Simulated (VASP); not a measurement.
# Y7TiN8 (Fm-3m) in VASP: single point with PBEsol+U

Aim: the single point of Y7TiN8 with PBEsol+U.

Everything below comes from runs of VASP 6.6.1. Logs are shortened: lines on timing, memory, paths and dates and some standing lists are left out, and cuts for length are marked.

## 1. The cell of the first run

The structure is cubic, space group Fm-3m (No. 225). The conventional cell has a = 9.787 Å, b = 9.787 Å, c = 9.787 Å, α = 90.00°, β = 90.00°, γ = 90.00°. Within 3.1 Å of Ti (site symmetry m-3m) lie 6 N at 2.34 Å. Within 3.2 Å of Y (site symmetry mmm) lie 6 N at 2.45 Å. Within 3.4 Å of Y (site symmetry m-3m) lie 6 N at 2.55 Å. N (site symmetry -43m) has 6 Y at 2.45 Å within 3.2 Å. N (site symmetry 4mm) has 1 Ti at 2.34 Å and 5 Y at 2.45 to 2.55 Å within 3.1 Å.

## 2. Single point, PBEsol+U

The input, INCAR:

```
SYSTEM = Y7TiN8
PREC = Accurate
ENCUT = 520
EDIFF = 1E-7
ISMEAR = 0
SIGMA = 0.05
LREAL = Auto
LASPH = .TRUE.
NELM = 150
ALGO = Normal
ISIF = 2
LWAVE = .FALSE.
LCHARG = .FALSE.
LMAXMIX = 4
LDAU = .TRUE.
LDAUTYPE = 2
LDAUL = 2 -1 -1
LDAUU = 3 0 0
LDAUJ = 0 0 0
LDAUPRINT = 1
GGA = PS
NBANDS = 78
```

The input, KPOINTS:

```
regular mesh
0
G
  3 3 3
  0 0 0
```

The input, POSCAR:

```
Y7TiN8
1.0
    0.0000000000      4.8935000000      4.8935000000
    4.8935000000      0.0000000000      4.8935000000
    4.8935000000      4.8935000000      0.0000000000
Ti Y N
1 7 8
Direct
    0.2500000000      0.2500000000      0.2500000000
    0.2500000000      0.2500000000      0.7500000000
    0.2500000000      0.7500000000      0.2500000000
    0.2500000000      0.7500000000      0.7500000000
    0.7500000000      0.2500000000      0.2500000000
    0.7500000000      0.2500000000      0.7500000000
    0.7500000000      0.7500000000      0.2500000000
    0.7500000000      0.7500000000      0.7500000000
    1.0000000000      1.0000000000      1.0000000000
    0.0105997846      0.0105997846      0.4894002154
    0.0105997846      0.4894002154      0.0105997846
    0.0105997846      0.4894002154      0.4894002154
    0.4894002154      0.0105997846      0.0105997846
    0.4894002154      0.0105997846      0.4894002154
    0.4894002154      0.4894002154      0.0105997846
    0.5000000000      0.5000000000      0.5000000000
```

Potentials or basis: VASP PAW PBE potentials, release 64 (Ti_sv, Y_sv, N).

The run is started by

```sh
$ cat potpaw_PBE.64/Ti_sv/POTCAR potpaw_PBE.64/Y_sv/POTCAR potpaw_PBE.64/N/POTCAR > POTCAR
$ mpirun -np 1 vasp_std > vasp.out
```

OUTCAR:

```text
SYSTEM = Y7TiN8
   PREC = Accurate
   ENCUT = 520
   EDIFF = 1E-7
   ISMEAR = 0
   LREAL = Auto
   LASPH = .TRUE.
   NELM = 150
   ISIF = 2
   GGA = PS

 ion  position               nearest neighbor table
   1  0.250  0.250  0.250-  10 2.34  11 2.34  12 2.34  13 2.34  14 2.34  15 2.34   2 3.46   3 3.46
                             5 3.46   2 3.46   4 3.46   6 3.46   3 3.46   4 3.46   7 3.46   5 3.46
   2  0.250  0.250  0.750-   9 2.45  16 2.45  12 2.45  13 2.45  14 2.45  11 2.45   1 3.46   4 3.46
                             6 3.46   1 3.46   3 3.46   5 3.46   3 3.46   4 3.46   8 3.46   5 3.46
   3  0.250  0.750  0.250-   9 2.45  16 2.45  12 2.45  13 2.45  15 2.45  10 2.45   1 3.46   4 3.46
                             7 3.46   2 3.46   4 3.46   8 3.46   1 3.46   2 3.46   5 3.46   5 3.46
   4  0.250  0.750  0.750-   9 2.45  16 2.45  11 2.45  14 2.45  15 2.45  10 2.45   2 3.46   3 3.46
                             8 3.46   1 3.46   3 3.46   7 3.46   1 3.46   2 3.46   6 3.46   6 3.46
   5  0.750  0.250  0.250-   9 2.45  16 2.45  11 2.45  14 2.45  15 2.45  10 2.45   1 3.46   6 3.46
                             7 3.46   2 3.46   6 3.46   8 3.46   3 3.46   7 3.46   8 3.46   1 3.46
   6  0.750  0.250  0.750-   9 2.45  16 2.45  12 2.45  13 2.45  15 2.45  10 2.45   2 3.46   5 3.46
                             8 3.46   1 3.46   5 3.46   7 3.46   4 3.46   7 3.46   8 3.46   1 3.46
   7  0.750  0.750  0.250-   9 2.45  16 2.45  12 2.45  13 2.45  14 2.45  11 2.45   3 3.46   5 3.46
                             8 3.46   4 3.46   6 3.46   8 3.46   1 3.46   5 3.46   6 3.46   1 3.46
   8  0.750  0.750  0.750-  10 2.55  11 2.55  12 2.55  13 2.55  14 2.55  15 2.55   4 3.46   6 3.46
                             7 3.46   3 3.46   5 3.46   7 3.46   2 3.46   5 3.46   6 3.46   2 3.46
   9  0.000  0.000  0.000-   2 2.45   3 2.45   4 2.45   5 2.45   6 2.45   7 2.45
  10  0.011  0.011  0.489-   1 2.34   3 2.45   4 2.45   5 2.45   6 2.45   8 2.55
  11  0.011  0.489  0.011-   1 2.34   2 2.45   4 2.45   5 2.45   7 2.45   8 2.55
  12  0.011  0.489  0.489-   1 2.34   2 2.45   3 2.45   6 2.45   7 2.45   8 2.55
  13  0.489  0.011  0.011-   1 2.34   2 2.45   3 2.45   6 2.45   7 2.45   8 2.55
  14  0.489  0.011  0.489-   1 2.34   2 2.45   4 2.45   5 2.45   7 2.45   8 2.55
  15  0.489  0.489  0.011-   1 2.34   3 2.45   4 2.45   5 2.45   6 2.45   8 2.55
  16  0.500  0.500  0.500-   2 2.45   3 2.45   4 2.45   5 2.45   6 2.45   7 2.45

  LATTYP: Found a face centered cubic cell.
 ALAT       =     9.7870000000

  Lattice vectors:

 A1 = (   0.0000000000,   4.8935000000,   4.8935000000)
 A2 = (   4.8935000000,   0.0000000000,   4.8935000000)
 A3 = (   4.8935000000,   4.8935000000,   0.0000000000)

Analysis of symmetry for initial positions (statically):
=====================================================================
 Subroutine PRICEL returns:
 Original cell was already a primitive cell.

 Routine SETGRP: Setting up the symmetry group for a
 face centered cubic supercell.

 Subroutine GETGRP returns: Found 48 space group operations
 (whereof 24 operations were pure point group operations)
 out of a pool of 48 trial point group operations.

The static configuration has the point symmetry T_d .
 The point group associated with its full space group is O_h .

Analysis of symmetry for dynamics (positions and initial velocities):
=====================================================================
 Subroutine PRICEL returns:
 Original cell was already a primitive cell.

 Routine SETGRP: Setting up the symmetry group for a
 face centered cubic supercell.

 Subroutine GETGRP returns: Found 48 space group operations
 (whereof 24 operations were pure point group operations)
 out of a pool of 48 trial point group operations.

The dynamic configuration has the point symmetry T_d .
 The point group associated with its full space group is O_h .

 Subroutine INISYM returns: Found 48 space group operations
 (whereof 24 operations are pure point group operations),
 and found     1 'primitive' translations

----------------------------------------------------------------------------------------

                                     Primitive cell

  volume of cell :     234.3629

  direct lattice vectors                    reciprocal lattice vectors
     0.000000000  4.893500000  4.893500000    -0.102176356  0.102176356  0.102176356
[... 102 lines left out ...]
   TEBEG  =    0.0;   TEEND  =   0.0 temperature during run
   PSTRESS=    0.0 pullay stress
   NELECT =     129.0000    total number of electrons
   NUPDOWN=      -1.0000    fix difference up-down
   EMIN   =  10.00;   EMAX   =-10.00  energy-range for DOS
   EFERMI =   0.00;   METHOD = LEGACY
   ISMEAR =     0;   SIGMA  =   0.05  broadening in eV -4-tet -1-fermi 0-gaus
   EFERMI_NEDOS =   21; number of points for ismear=-14 and -15
   IALGO  =     38    algorithm
   IMIX   =      4    mixing-type and parameters
     AMIX     =   0.40;   BMIX     =  1.00
     AMIX_MAG =   1.60;   BMIX_MAG =  1.00
  volume/ion in A,a.u.               =      14.65        98.85
  Fermi-wavevector in a.u.,A,eV,Ry     =   1.341658  2.535366 24.491114  1.800046
  Thomas-Fermi vector in A             =   2.469874
   LORBIT       =      0    0 simple, 1 ext, 2 COOP (PROOUT), +10 PAW based schemes
 LDA+U is selected, type is set to LDAUTYPE =  2
   angular momentum for each species LDAUL =     2   -1   -1
   U (eV)           for each species LDAUU =   3.0  0.0  0.0
   J (eV)           for each species LDAUJ =   0.0  0.0  0.0
   GGA     = PS    functional components
   LHFCALC =     F    Hartree Fock is set to
   AEXX    =    0.0000 exact exchange contribution
   IVDW    =     0    specifies the selected vdW correction
   LEPSILON=     F    determine dielectric tensor
   LRPA    =     F    only Hartree local field effects (RPA)
 non-spin polarized calculation
 Gauss-broadening in eV      SIGMA  =   0.05
  energy-cutoff  :      520.00
  volume of cell :      234.36
 maximum number of plane-waves:      6334
 NGX is ok and might be reduce to    54
   NGX = 25   NGY = 25   NGZ = 25

atom =   1  type =  1  l = 2

 onsite density matrix

spin component  1

  0.1281  0.0000  0.0000 -0.0000 -0.0000
  0.0000  0.1281 -0.0000 -0.0000 -0.0000
  0.0000 -0.0000  0.2005 -0.0000  0.0000
 -0.0000 -0.0000 -0.0000  0.1281 -0.0000
 -0.0000 -0.0000  0.0000 -0.0000  0.2005

spin component  2

  0.1281  0.0000  0.0000 -0.0000 -0.0000
  0.0000  0.1281 -0.0000 -0.0000 -0.0000
  0.0000 -0.0000  0.2005 -0.0000  0.0000
 -0.0000 -0.0000 -0.0000  0.1281 -0.0000
 -0.0000 -0.0000  0.0000 -0.0000  0.2005

 occupancies and eigenvectors

  o =  0.1281  v =  1.0000  0.0000  0.0000  0.0000  0.0000  0.0000  0.0000  0.0000  0.0000  0.0000      0.0000  0.0000  0.0000  0.0000  0.0000  0.0000  0.0000  0.0000  0.0000  0.0000
  o =  0.1281  v =  0.0000 -0.5966  0.0000  0.8026  0.0000  0.0000  0.0000  0.0000  0.0000  0.0000      0.0000  0.0000  0.0000  0.0000  0.0000  0.0000  0.0000  0.0000  0.0000  0.0000
  o =  0.1281  v =  0.0000  0.0000  0.0000  0.0000  0.0000  1.0000  0.0000  0.0000  0.0000  0.0000      0.0000  0.0000  0.0000  0.0000  0.0000  0.0000  0.0000  0.0000  0.0000  0.0000
  o =  0.1281  v =  0.0000  0.0000  0.0000  0.0000  0.0000  0.0000 -0.5966  0.0000  0.8026  0.0000      0.0000  0.0000  0.0000  0.0000  0.0000  0.0000  0.0000  0.0000  0.0000  0.0000
  o =  0.1281  v =  0.0000 -0.8026 -0.0000 -0.5966  0.0000  0.0000  0.0000  0.0000  0.0000  0.0000      0.0000  0.0000  0.0000  0.0000  0.0000  0.0000  0.0000  0.0000  0.0000  0.0000
  o =  0.1281  v =  0.0000  0.0000  0.0000  0.0000  0.0000  0.0000 -0.8026 -0.0000 -0.5966  0.0000      0.0000  0.0000  0.0000  0.0000  0.0000  0.0000  0.0000  0.0000  0.0000  0.0000
  o =  0.2005  v =  0.0000  0.0000  0.0000  0.0000  0.0000  0.0000 -0.0000  0.9998 -0.0000 -0.0218      0.0000  0.0000  0.0000  0.0000  0.0000  0.0000  0.0000  0.0000  0.0000  0.0000
  o =  0.2005  v =  0.0000 -0.0000  0.9998 -0.0000 -0.0218  0.0000  0.0000  0.0000  0.0000  0.0000      0.0000  0.0000  0.0000  0.0000  0.0000  0.0000  0.0000  0.0000  0.0000  0.0000
  o =  0.2005  v =  0.0000  0.0000  0.0000  0.0000  0.0000  0.0000 -0.0000 -0.0218 -0.0000 -0.9998      0.0000  0.0000  0.0000  0.0000  0.0000  0.0000  0.0000  0.0000  0.0000  0.0000
  o =  0.2005  v =  0.0000 -0.0000 -0.0218 -0.0000 -0.9998  0.0000  0.0000  0.0000  0.0000  0.0000      0.0000  0.0000  0.0000  0.0000  0.0000  0.0000  0.0000  0.0000  0.0000  0.0000

 number of electron     128.9999997 magnetization

 Free energy of the ion-electron system (eV)
  ---------------------------------------------------
  ext. energy  EPLUGINS =         0.00000000
  ---------------------------------------------------
  free energy    TOTEN  =      -150.97109484 eV

  energy without entropy =     -150.96141859  energy(sigma->0) =     -150.96625671

 E-fermi :   5.3116     XC(G=0): -11.3926

 val. band max:        5.3083197132   @ k =   0.3333   0.0000   0.0000
 cond. band min:       5.3909073655   @ k =   0.3333   0.0000   0.0000
 fundamental gap:      0.0825876523
 Fermi energy:         5.3116499215

 k-point     1 :       0.0000    0.0000    0.0000
  band No.  band energies     occupation
      1     -53.7933      2.00000
      2     -37.1681      2.00000
      3     -36.4232      2.00000
      4     -36.3453      2.00000
      5     -36.3453      2.00000
      6     -36.3453      2.00000
[... 305 lines left out ...]
     75       8.1623      0.00000
     76       8.2763      0.00000
 [bands above 76 left out]

------------------------ aborting loop because EDIFF is reached ----------------------------------------

  FORCE on cell =-STRESS in cart. coord.  units (eV):
  Direction    XX          YY          ZZ          XY          YZ          ZX
  --------------------------------------------------------------------------------------
  -------------------------------------------------------------------------------------
  Total      -16.9152693    -16.9152693    -16.9152693      0.0000000      0.0000000      0.0000000
  in kB     -115.6380407   -115.6380407   -115.6380407      0.0000000      0.0000000      0.0000000
  external PRESSURE =    -115.6380407 kB  Pullay stress =       0.0000000 kB

 VOLUME and BASIS-vectors are now :
 -----------------------------------------------------------------------------
  energy-cutoff  :      520.00
  volume of cell :      234.36
      direct lattice vectors                 reciprocal lattice vectors
     0.000000000  4.893500000  4.893500000    -0.102176356  0.102176356  0.102176356
     4.893500000  0.000000000  4.893500000     0.102176356 -0.102176356  0.102176356
     4.893500000  4.893500000  0.000000000     0.102176356  0.102176356 -0.102176356

 POSITION                                       TOTAL-FORCE (eV/Angst)
 -----------------------------------------------------------------------------------
      2.44675      2.44675      2.44675         0.000000      0.000000      0.000000
      4.89350      4.89350      2.44675         0.000000      0.000000      0.000000
      4.89350      2.44675      4.89350         0.000000      0.000000      0.000000
      7.34025      4.89350      4.89350         0.000000      0.000000      0.000000
      2.44675      4.89350      4.89350         0.000000      0.000000      0.000000
      4.89350      7.34025      4.89350         0.000000      0.000000      0.000000
[... 8 lines left out ...]
      2.44675      2.44675      4.78976         0.000000      0.000000      0.002066
      4.89350      4.89350      4.89350         0.000000      0.000000      0.000000
 -----------------------------------------------------------------------------------
    total drift:                                0.000000      0.000000      0.000000

  FREE ENERGIE OF THE ION-ELECTRON SYSTEM (eV)
  ---------------------------------------------------
  free  energy   TOTEN  =      -150.9710948351 eV

  energy  without entropy=     -150.9614185934  energy(sigma->0) =     -150.96625671
```

Run time: 4.2 min. Hardware: 1 thread of AMD EPYC 9R14 (Zen 4), shared host; peak memory 0.4 GiB.

What came out:

```
Free energy : -150.9711 eV
Pressure    : -11.6 GPa
```

Forces on the atoms (eV/Å):
```
Ti   0.000  0.000  0.000
Y    0.000  0.000  0.000
Y    0.000  0.000  0.000
Y    0.000  0.000  0.000
Y    0.000  0.000  0.000
Y    0.000  0.000  0.000
Y    0.000  0.000  0.000
Y    0.000  0.000  0.000
N    0.000  0.000  0.000
N    0.000  0.000 -0.002
N    0.000 -0.002  0.000
N    0.002  0.000  0.000
N   -0.002  0.000  0.000
N    0.000  0.002  0.000
N    0.000  0.000  0.002
N    0.000  0.000  0.000
```

Eigenvalues of the final occupation matrices:
| site | spin | trace | eigenvalues |
| --- | --- | --- | --- |
| site 1 d | 1 | 0.79 | 0.13 0.13 0.13 0.20 0.20 |
| site 1 d | 2 | 0.79 | 0.13 0.13 0.13 0.20 0.20 |

Caveat: the k points lie up to 0.37 Å⁻¹ apart; the PAW data sets were made with another functional, which shifts forces and pressure a little; U without spin polarisation on a metal has little footing.
